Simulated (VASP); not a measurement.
# Te (Pm-3m) in VASP: a series of runs

Runs on Te. Level: revPBE. Tasks: single point, relaxation of cell and atoms.

Program: VASP 6.6.1. These are calculated values, not measurements. Logs are shortened: lines on timing, memory, paths and dates and some standing lists are left out, and cuts for length are marked.

**1. The cell of the first run**

It takes space group Pm-3m (No. 221, cubic). Conventional cell: a = 3.346 Å, b = 3.346 Å, c = 3.346 Å, α = 90.00°, β = 90.00°, γ = 90.00°. Te (site symmetry m-3m) has 6 Te at 3.35 Å within 4.4 Å.

**2. Single point, revPBE (volume scaled by 1.12)**

Input file INCAR:

```
SYSTEM = Te
PREC     = Accurate       ! precision mode
ENCUT    = 520            ! plane-wave cutoff, eV
EDIFF    = 1E-6           ! SCF threshold, eV
ISMEAR   = -1             ! smearing method
SIGMA    = 0.1            ! smearing width, eV
LREAL    = .False.        ! projectors in reciprocal space
LASPH    = .True.         ! aspherical terms in the spheres
NELM     = 80             ! most SCF steps
ALGO     = Normal         ! electronic algorithm
ISIF     = 2              ! what is computed and relaxed
LWAVE    = .False.        ! write WAVECAR
LCHARG   = .True.         ! write CHGCAR
GGA      = RE             ! functional
LELF     = .True.         ! ELF
LVHAR    = .True.       
NBANDS   = 9              ! bands
```

Input file KPOINTS:

```
Automatic mesh
0
Gamma
  11 11 11
  0 0 0
```

Input file POSCAR:

```
Te
1.0
    3.3461567191      0.0000000000      0.0000000000
    0.0000000000      3.3461567191      0.0000000000
    0.0000000000      0.0000000000      3.3461567191
Te
1
Direct
    0.0000000000      0.0000000000      0.0000000000
```

Potentials or basis: VASP PAW PBE potentials, release 64 (Te).

On the command line:

```sh
$ cat potpaw_PBE.64/Te/POTCAR > POTCAR
$ mpirun -np 1 vasp_std > vasp.out
```

OUTCAR:

```text
SYSTEM = Te
   PREC = Accurate
   ENCUT = 520
   EDIFF = 1E-6
   ISMEAR = -1
   LREAL = .False.
   LASPH = .True.
   NELM = 80
   ISIF = 2
   GGA = RE

 ion  position               nearest neighbor table
   1  0.000  0.000  0.000-

  LATTYP: Found a simple cubic cell.
 ALAT       =     3.3461567191

  Lattice vectors:

 A1 = (   3.3461567191,   0.0000000000,   0.0000000000)
 A2 = (   0.0000000000,   3.3461567191,   0.0000000000)
 A3 = (   0.0000000000,   0.0000000000,   3.3461567191)

Analysis of symmetry for initial positions (statically):
=====================================================================
 Subroutine PRICEL returns:
 Original cell was already a primitive cell.

 Routine SETGRP: Setting up the symmetry group for a
 simple cubic supercell.

 Subroutine GETGRP returns: Found 48 space group operations
 (whereof 48 operations were pure point group operations)
 out of a pool of 48 trial point group operations.

The static configuration has the point symmetry O_h .

Analysis of symmetry for dynamics (positions and initial velocities):
=====================================================================
 Subroutine PRICEL returns:
 Original cell was already a primitive cell.

 Routine SETGRP: Setting up the symmetry group for a
 simple cubic supercell.

 Subroutine GETGRP returns: Found 48 space group operations
 (whereof 48 operations were pure point group operations)
 out of a pool of 48 trial point group operations.

The dynamic configuration has the point symmetry O_h .

 Subroutine INISYM returns: Found 48 space group operations
 (whereof 48 operations are pure point group operations),
 and found     1 'primitive' translations

----------------------------------------------------------------------------------------

                                     Primitive cell

  volume of cell :      37.4661

  direct lattice vectors                    reciprocal lattice vectors
     3.346156719  0.000000000  0.000000000     0.298850318  0.000000000  0.000000000
     0.000000000  3.346156719  0.000000000     0.000000000  0.298850318  0.000000000
     0.000000000  0.000000000  3.346156719     0.000000000  0.000000000  0.298850318

  length of vectors
     3.346156719  3.346156719  3.346156719     0.298850318  0.298850318  0.298850318

  position of ions in fractional coordinates (direct lattice)
     0.000000000  0.000000000  0.000000000

  ion indices of the primitive-cell ions
   primitive index   ion index
                 1           1

----------------------------------------------------------------------------------------

 KPOINTS: Automatic mesh

Automatic generation of k-mesh.
 Grid dimensions read from file:
 generate k-points for:   11   11   11

 Generating k-lattice:

  Cartesian coordinates                     Fractional coordinates (reciprocal lattice)
     0.027168211  0.000000000  0.000000000     0.090909091  0.000000000  0.000000000
     0.000000000  0.027168211  0.000000000     0.000000000  0.090909091  0.000000000
     0.000000000  0.000000000  0.027168211     0.000000000  0.000000000  0.090909091

  Length of vectors
     0.027168211  0.027168211  0.027168211

  Shift w.r.t. Gamma in fractional coordinates (k-lattice)
     0.000000000  0.000000000  0.000000000

 Subroutine IBZKPT returns following result:
 ===========================================

 Found     56 irreducible k-points:

 Following reciprocal coordinates:
            Coordinates               Weight
  0.000000  0.000000  0.000000      1.000000
  0.090909  0.000000  0.000000      6.000000
  0.181818  0.000000  0.000000      6.000000
  0.272727  0.000000  0.000000      6.000000
  0.363636  0.000000  0.000000      6.000000
  0.454545  0.000000  0.000000      6.000000
[... 16 lines left out ...]
  0.181818  0.090909  0.090909     24.000000
  0.272727  0.090909  0.090909     24.000000
 [... further k-points ...]
   k-points           NKPTS =     56   k-points in BZ     NKDIM =     56   number of bands    NBANDS=      9
   number of dos      NEDOS =    301   number of ions     NIONS =      1
   total plane-waves  NPLWV =  21952
   dimension x,y,z NGX =    28 NGY =   28 NGZ =   28
   dimension x,y,z NGXF=    56 NGYF=   56 NGZF=   56
   ions per type =               1
   NGX,Y,Z   is equivalent  to a cutoff of  13.91, 13.91, 13.91 a.u.
   NGXF,Y,Z  is equivalent  to a cutoff of  27.82, 27.82, 27.82 a.u.
 SYSTEM =  Te
   PREC   = accura    normal or accurate (medium, high low for compatibility)
   ISTART =      0    job   : 0-new  1-cont  2-samecut
   ICHARG =      2    charge: 1-file 2-atom 10-const
   ISPIN  =      1    spin polarized calculation?
   LNONCOLLINEAR =      F non collinear calculations
   LSORBIT =      F    spin-orbit coupling
   LASPH  =      T    aspherical Exc in radial PAW
   ENCUT  =  520.0 eV  38.22 Ry    6.18 a.u.   6.22  6.22  6.22*2*pi/ulx,y,z
   NELM   =     80;   NELMIN=  2; NELMDL= -5     # of ELM steps
   EDIFF  = 0.1E-05   stopping-criterion for ELM
   LREAL  =      F    real-space projection
   EDIFFG = 0.1E-04   stopping-criterion for IOM
   NSW    =      0    number of steps for IOM
   IBRION =     -1    ionic relax: 0-MD 1-quasi-New 2-CG
   NFREE  =      0    steps in history (QN), initial steepest desc. (CG)
   ISIF   =      2    stress and relaxation
   ISYM   =      2    0-nonsym 1-usesym 2-fastsym
   POTIM  = 0.5000    time-step for ionic-motion
   TEBEG  =    0.0;   TEEND  =   0.0 temperature during run
   PSTRESS=    0.0 pullay stress
   NELECT =       6.0000    total number of electrons
   NUPDOWN=      -1.0000    fix difference up-down
   EMIN   =  10.00;   EMAX   =-10.00  energy-range for DOS
   EFERMI =   0.00;   METHOD = LEGACY
   ISMEAR =    -1;   SIGMA  =   0.10  broadening in eV -4-tet -1-fermi 0-gaus
   EFERMI_NEDOS =   21; number of points for ismear=-14 and -15
   IALGO  =     38    algorithm
   IMIX   =      4    mixing-type and parameters
     AMIX     =   0.40;   BMIX     =  1.00
     AMIX_MAG =   1.60;   BMIX_MAG =  1.00
  volume/ion in A,a.u.               =      37.47       252.83
  Fermi-wavevector in a.u.,A,eV,Ry     =   0.889022  1.680007 10.753492  0.790359
  Thomas-Fermi vector in A             =   2.010528
   LORBIT       =      0    0 simple, 1 ext, 2 COOP (PROOUT), +10 PAW based schemes
   GGA     = RE    functional components
   LHFCALC =     F    Hartree Fock is set to
   AEXX    =    0.0000 exact exchange contribution
   IVDW    =     0    specifies the selected vdW correction
   LEPSILON=     F    determine dielectric tensor
   LRPA    =     F    only Hartree local field effects (RPA)
 non-spin polarized calculation
  energy-cutoff  :      520.00
  volume of cell :       37.47
 maximum number of plane-waves:      1021
 NGX is ok and might be reduce to    28
   NGX = 13   NGY = 13   NGZ = 13

 number of electron       6.0000000 magnetization

 Free energy of the ion-electron system (eV)
  ---------------------------------------------------
  ext. energy  EPLUGINS =         0.00000000
  ---------------------------------------------------
  free energy    TOTEN  =        -2.72555897 eV

  energy without entropy =       -2.70309804  energy(sigma->0) =       -2.71432850

 E-fermi :   4.8284     XC(G=0):  -8.6053

 val. band max:        4.7299373621   @ k =   0.3636   0.1818   0.1818
 cond. band min:       4.8506839469   @ k =   0.4545   0.1818   0.1818
 fundamental gap:      0.1207465848
 Fermi energy:         4.8284102858

 k-point     1 :       0.0000    0.0000    0.0000
  band No.  band energies     occupation
      1      -7.8043      2.00000
      2       5.8671      0.00006
      3       5.8671      0.00006
      4       5.8671      0.00006
      5      10.9678      0.00000
      6      11.0410      0.00000
      7      11.0410      0.00000
      8      21.2999      0.00000
      9      21.2999      0.00000

 k-point     2 :       0.0909    0.0000    0.0000
  band No.  band energies     occupation
      1      -7.7248      2.00000
      2       5.0221      0.25205
      3       5.9365      0.00003
      4       5.9365      0.00003
      5      11.0884      0.00000
      6      11.1222      0.00000
      7      12.0534      0.00000
      8      19.9157      0.00000
      9      19.9157      0.00000

 k-point     3 :       0.1818    0.0000    0.0000
  band No.  band energies     occupation
      1      -7.4964      2.00000
      2       3.4399      2.00000
      3       6.1318      0.00000
      4       6.1318      0.00000
      5      11.3596      0.00000
      6      11.3803      0.00000
      7      14.1655      0.00000
      8      18.3012      0.00000
      9      18.3012      0.00000

 k-point     4 :       0.2727    0.0000    0.0000
  band No.  band energies     occupation
      1      -7.1549      2.00000
      2       1.8993      2.00000
      3       6.4116      0.00000
      4       6.4116      0.00000
      5      11.7303      0.00000
      6      11.8644      0.00000
      7      16.1019      0.00000
      8      16.9226      0.00000
      9      16.9226      0.00000
[... 205 lines left out ...]
 k-point    22 :       0.0909    0.0909    0.0909
  band No.  band energies     occupation
      1      -7.5659      2.00000
      2       5.1626      0.06834
      3       5.1710      0.06298
      4       5.1710      0.06298
      5      12.1596      0.00000
      6      12.2351      0.00000
      7      12.2351      0.00000
      8      18.6230      0.00000
      9      18.7166      0.00000

 k-point    23 :       0.1818    0.0909    0.0909
  band No.  band energies     occupation
      1      -7.3375      2.00000
      2       3.5927      1.99999
      3       5.3730      0.00859
      4       5.3772      0.00824
      5      12.4078      0.00000
      6      12.4574      0.00000
      7      14.2197      0.00000
      8      17.0355      0.00000
      9      17.2123      0.00000

 k-point    24 :       0.2727    0.0909    0.0909
  band No.  band energies     occupation
      1      -6.9960      2.00000
      2       2.0550      2.00000
      3       5.6649      0.00047
      4       5.6865      0.00038
      5      12.7181      0.00000
      6      12.7975      0.00000
      7      15.0826      0.00000
      8      15.6014      0.00000
      9      17.4602      0.00000

 [... further k-points ...]

------------------------ aborting loop because EDIFF is reached ----------------------------------------

  FORCE on cell =-STRESS in cart. coord.  units (eV):
  Direction    XX          YY          ZZ          XY          YZ          ZX
  --------------------------------------------------------------------------------------
  -------------------------------------------------------------------------------------
  Total       -0.9528873     -0.9528873     -0.9528873      0.0000000     -0.0000000      0.0000000
  in kB      -40.7486542    -40.7486542    -40.7486542      0.0000000     -0.0000000      0.0000000
  external PRESSURE =     -40.7486542 kB  Pullay stress =       0.0000000 kB

 VOLUME and BASIS-vectors are now :
 -----------------------------------------------------------------------------
  energy-cutoff  :      520.00
  volume of cell :       37.47
      direct lattice vectors                 reciprocal lattice vectors
     3.346156719  0.000000000  0.000000000     0.298850318  0.000000000  0.000000000
     0.000000000  3.346156719  0.000000000     0.000000000  0.298850318  0.000000000
     0.000000000  0.000000000  3.346156719     0.000000000  0.000000000  0.298850318

 POSITION                                       TOTAL-FORCE (eV/Angst)
 -----------------------------------------------------------------------------------
      0.00000      0.00000      0.00000         0.000000      0.000000      0.000000
 -----------------------------------------------------------------------------------
    total drift:                                0.000000      0.000000      0.000000

  FREE ENERGIE OF THE ION-ELECTRON SYSTEM (eV)
  ---------------------------------------------------
  free  energy   TOTEN  =        -2.7255589683 eV

  energy  without entropy=       -2.7030980405  energy(sigma->0) =       -2.71432850
```

Wall time 16 s (1 thread of Intel Xeon Platinum 8259CL at 2.50GHz (Skylake/Cascade Lake), shared host); peak memory 0.16 GiB.

What came out:

- Free energy: -2.7256 eV
- Pressure: -4.1 GPa
- Band gap on the k mesh: zero (band 3 reaches 6.89 eV, above the bottom of band 4 at 2.37 eV)

Levels at points of the mesh, in eV from the Fermi level:
| k point | band 1 | band 2 | band 3 | band 4 | band 5 | band 6 | band 7 | band 8 |
| --- | --- | --- | --- | --- | --- | --- | --- | --- |
| (0.00, 0.00, 0.00) | -12.63 | 1.04 | 1.04 | 1.04 | 6.14 | 6.21 | 6.21 | 16.47 |

Caveat: the cell differs from its parent crystal (volume scaled by 1.12); the PAW data sets were made with another functional, which shifts forces and pressure a little; spin-orbit coupling is left out, which moves the levels of the heavy elements.

**3. Relaxation of cell and atoms, revPBE**

This run uses another cell than the first one, of 31.14 Å³/atom, 0.831 times its volume.

Input file INCAR:

```
SYSTEM = Te
PREC = Accurate ; ENCUT = 600
EDIFF = 1E-6 ; ISMEAR = -1
SIGMA = 0.1 ; LREAL = .False.
LASPH = .True. ; NELM = 80
ALGO = Normal ; ISIF = 3
LWAVE = .False. ; LCHARG = .False.
GGA = RE ; IBRION = 2
NSW = 80 ; EDIFFG = -0.01
```

Input file KPOINTS:

```
Automatic mesh
0
Gamma
  10 10 10
  0 0 0
```

Input file POSCAR:

```
Te
1.0
    3.1462212359      0.0000000000      0.0000000000
    0.0000000000      3.1462212359      0.0000000000
    0.0000000000      0.0000000000      3.1462212359
Te
1
Direct
    0.0000000000      0.0000000000      0.0000000000
```

Potentials or basis: VASP PAW PBE potentials, release 64 (Te).

On the command line:

```sh
$ cat potpaw_PBE.64/Te/POTCAR > POTCAR
$ mpirun -np 1 vasp_std > vasp.out
```

It took 27 s on 1 thread of Intel Xeon Platinum 8259CL at 2.50GHz (Skylake/Cascade Lake), shared host; peak memory 0.17 GiB.

Results (log left out):

| Quantity | Value |
| --- | --- |
| Free energy | -2.7863 eV |
| Relaxed volume | 33.40 Å³/atom |
| Relaxed cell | a = 3.221 Å, b = 3.221 Å, c = 3.221 Å, α = 90.00°, β = 90.00°, γ = 90.00° |
| Space group after relaxing (to 0.05 Å) | Pm-3m (No. 221) |
| Energy gained by relaxing | 25.3 meV/atom |
| Ionic steps | 3 |
| Pressure after relaxing | 0.0 GPa |
| Band gap on the k mesh | zero (band 3 reaches 8.70 eV, above the bottom of band 4 at 3.34 eV) |

The path:
```
step  energy change (eV)  largest force (eV/Å)  pressure (GPa)  volume (Å³)
   1              0.0000                0.0000            3.84        31.14
   2             -0.0192                0.0000           -1.53        34.64
   3             -0.0253                0.0000            0.00        33.40
```

Final structure:
```
Te
1.0
     3.22050    0.00000    0.00000
     0.00000    3.22050    0.00000
     0.00000    0.00000    3.22050
Te
1
Direct
  0.00000 0.00000 0.00000
```

Levels at points of the mesh, in eV from the Fermi level:
| k point | band 1 | band 2 | band 3 | band 4 | band 5 | band 6 | band 7 |
| --- | --- | --- | --- | --- | --- | --- | --- |
| (0.00, 0.00, 0.00) | -13.47 | 1.12 | 1.12 | 1.12 | 6.01 | 6.01 | 6.49 |
| (0.50, 0.00, 0.00) | -11.82 | -5.82 | 2.43 | 2.43 | 7.74 | 9.28 | 9.76 |
| (0.50, 0.50, 0.00) | -10.14 | -4.32 | -4.32 | 2.31 | 3.68 | 10.64 | 12.26 |
| (0.50, 0.50, 0.50) | -8.37 | -2.94 | -2.94 | -2.94 | 4.51 | 4.51 | 4.51 |

Caveat: the PAW data sets were made with another functional, which shifts forces and pressure a little; spin-orbit coupling is left out, which moves the levels of the heavy elements.

**4. Single point, revPBE**

This run uses another cell than the first one, of 33.45 Å³/atom, 0.893 times its volume.

Input file INCAR:

```
PREC = Accurate
ENCUT = 520
EDIFF = 1E-6
ISMEAR = -1
SIGMA = 0.1
LREAL = False
LASPH = True
NELM = 60
ALGO = Normal
ISIF = 2
LWAVE = False
LCHARG = True
GGA = RE
LELF = True
LVHAR = True
NBANDS = 9
```

Input file KPOINTS:

```
regular mesh
0
Gamma
  16 16 16
```

Input file POSCAR:

```
Te
1.0
    3.2221093115      0.0000000000      0.0000000000
    0.0000000000      3.2221093115      0.0000000000
    0.0000000000      0.0000000000      3.2221093115
Te
1
Direct
    0.0000000000      0.0000000000      0.0000000000
```

On the command line:

```sh
$ cat potpaw_PBE.64/Te/POTCAR > POTCAR
$ mpirun -np 1 vasp_std > vasp.out
```

It took 16 s on 1 thread of Intel Xeon Platinum 8259CL at 2.50GHz (Skylake/Cascade Lake), shared host; peak memory 0.17 GiB.

It converged, with:

- Free energy: -2.7825 eV
- Pressure: -0.1 GPa
- Band gap on the k mesh: zero (band 3 reaches 8.68 eV, above the bottom of band 4 at 3.32 eV)

Levels at points of the mesh, in eV from the Fermi level:
```tsv
k point	band 1	band 2	band 3	band 4	band 5	band 6	band 7	band 8
(0.00, 0.00, 0.00)	-13.39	1.19	1.19	1.19	6.09	6.09	6.55	17.27
(0.50, 0.00, 0.00)	-11.74	-5.74	2.49	2.49	7.81	9.34	9.82	10.61
(0.50, 0.50, 0.00)	-10.07	-4.23	-4.23	2.38	3.74	10.71	12.33	12.33
(0.50, 0.50, 0.50)	-8.30	-2.86	-2.86	-2.86	4.58	4.58	4.58	7.44
```

Caveat: the PAW data sets were made with another functional, which shifts forces and pressure a little; spin-orbit coupling is left out, which moves the levels of the heavy elements.

**5. The runs side by side**

| task | cell | k mesh | cutoff (eV) | gap on the mesh (eV) | pressure (GPa) |
| --- | --- | --- | --- | --- | --- |
| single point | a = 3.346 Å, 1 atom | 11 × 11 × 11 | 520 | none | -4.1 |
| relaxation of cell and atoms | relaxed from a = 3.146 Å, 1 atom | 10 × 10 × 10 | 600 | none | 0.0 |
| single point | a = 3.222 Å, 1 atom | 16 × 16 × 16 | 520 | none | -0.1 |

Alike in all rows: level revPBE; potentials or basis VASP PAW PBE potentials, release 64 (Te); no spin polarisation; smearing fermi-dirac 0.1 eV.

Caveats: the PAW data sets were made with another functional, which shifts forces and pressure a little; spin-orbit coupling is left out, which moves the levels of the heavy elements.

Total energies depend on the potentials used, so only differences within one code and one set of settings carry meaning.
